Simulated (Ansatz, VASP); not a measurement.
# ZnSe in VASP and in Ansatz

```
Zn Se
1.0
     0.00000    2.73952    2.73952
     2.73952    0.00000    2.73952
     2.73952    2.73952    0.00000
Zn Se
1 1
Direct
  0.00000 0.00000 0.00000
  0.25000 0.25000 0.25000
```

Alike in both runs: task single point; functional PBEsol; k mesh 8 × 8 × 8; occupations gaussian, width 0.05 eV; no spin polarisation.

```csv
,VASP,Ansatz
version,VASP 6.6.1,Ansatz 0.2.0
potentials or method,"VASP PAW PBE potentials, release 64 (Zn, Se), cutoff 520 eV","scalar-relativistic, plane waves, PAW"
valence electrons in the cell,18,28
```

|  | VASP | Ansatz | Ansatz less VASP |
| --- | --- | --- | --- |
| gap on the k mesh at the Fermi level (eV) | 1.59 | 1.58 | -0.009 |
| least direct gap on the mesh (eV) | 1.59 | 1.58 | -0.009 |
| pressure (GPa) | 6.9 | 6.6 | -0.35 |

VASP's potentials were made for PBE, not for PBEsol. The functional is the same, so the differences come from potentials, cutoffs and numerics. VASP's potentials hold 18 valence electrons a cell and Ansatz's 28, so a difference there can come from the potentials and not from the codes.
